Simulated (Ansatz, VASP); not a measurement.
## One calculation of Cr, two programs

```
CELL_PARAMETERS angstrom
-1.42392 1.42392 1.42392
1.42392 -1.42392 1.42392
1.42392 1.42392 -1.42392
ATOMIC_POSITIONS crystal
Cr 0.00000 0.00000 0.00000
```

Alike in both runs: functional PBE; k mesh 20 × 20 × 20; occupations gaussian, width 0.1 eV; no spin polarisation.

Ansatz relaxed the structure, and its values are those at the end. VASP's run is a single point on that final structure, the one shown.

```csv
,VASP,Ansatz
version,VASP 6.6.1,Ansatz 0.2.0
potentials or method,"VASP PAW PBE potentials, release 64 (Cr_sv), cutoff 600 eV","scalar-relativistic, plane waves, PAW"
valence electrons in the cell,14,14
```

|  | VASP | Ansatz | Ansatz less VASP |
| --- | --- | --- | --- |
| gap on the k mesh at the Fermi level (eV) | none | none | - |
| pressure (GPa) | -3.1 | 0.0 | +3.08 |

A gap of «none» marks a metal or a gap that the smearing closes.
